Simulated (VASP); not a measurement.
EuS: single point with PBEsol

EuS:

```
Eu S
1.0
     0.00000    2.97850    2.97850
     2.97850    0.00000    2.97850
     2.97850    2.97850    0.00000
Eu S
1 1
Cartesian
  0.0000 0.0000 0.0000
  2.9785 2.9785 2.9785
```

```json
{
 "Program": "VASP 6.6.1",
 "Task": "single point",
 "Functional": "PBEsol",
 "Potentials or basis": "VASP PAW PBE potentials, release 64 (Eu, S)",
 "Cutoff": "600 eV",
 "k mesh": "8 × 8 × 8",
 "Occupations": "gaussian, width 0.05 eV",
 "Spin": "collinear spin, ferromagnetic start",
 "Starting moments": "[7.0, 0.0] μB",
 "Dipole correction": "no",
 "Further INCAR settings": "ALGO = Normal; EDIFF = 1e-06; NBANDS = 22"
}
```

```json
{
 "Pressure": "-5.7 GPa",
 "Band gap on the k mesh": "zero (filled and empty bands overlap)",
 "Net moment": "6.98 μB per cell",
 "Site moments": "Eu +6.59; S -0.07 μB",
 "Valence electrons inside the program's atomic spheres": "Eu 14.70; S 3.71"
}
```

Levels at points of the mesh, in eV from the Fermi level:
Spin up:
| k point | band 12 | band 13 | band 14 | band 15 | band 16 | band 17 | band 18 | band 19 |
| --- | --- | --- | --- | --- | --- | --- | --- | --- |
| (0.00, 0.00, 0.00) | -0.21 | 0.10 | 0.10 | 0.10 | 0.73 | 1.05 | 1.05 | 1.05 |
| (0.50, 0.00, 0.00) | -0.26 | -0.26 | -0.22 | -0.21 | 2.88 | 3.22 | 3.64 | 3.64 |
| (0.50, 0.50, 0.00) | -0.27 | -0.27 | -0.23 | -0.05 | -0.05 | 3.08 | 3.16 | 4.51 |
Spin down:
```
           k point  band 6  band 7  band 8  band 9  band 10  band 11
(0.00, 0.00, 0.00)   -2.54   -2.54   -2.54    1.34     1.82     1.82
(0.50, 0.00, 0.00)   -5.11   -3.69   -3.69    2.80     4.02     4.05
(0.50, 0.50, 0.00)   -3.70   -2.90   -2.90   -0.19     3.87     3.95
```

Wall time 3.9 min on 1 thread of Intel Xeon 8259CL, on a shared host, peak memory 0.29 GiB.

Caveat: the cell stands under tension; the PAW data sets were made with another functional, which shifts forces and pressure a little; spin-orbit coupling is left out, which moves the levels of the heavy elements; a cell with one magnetic atom can't hold antiferromagnetic order, which such compounds often take; semilocal functionals describe open f shells poorly, which spoils levels, moments and volumes. With open d or f shells a metallic result of PBEsol can be an artefact of self-interaction; +U or a hybrid may open a gap.
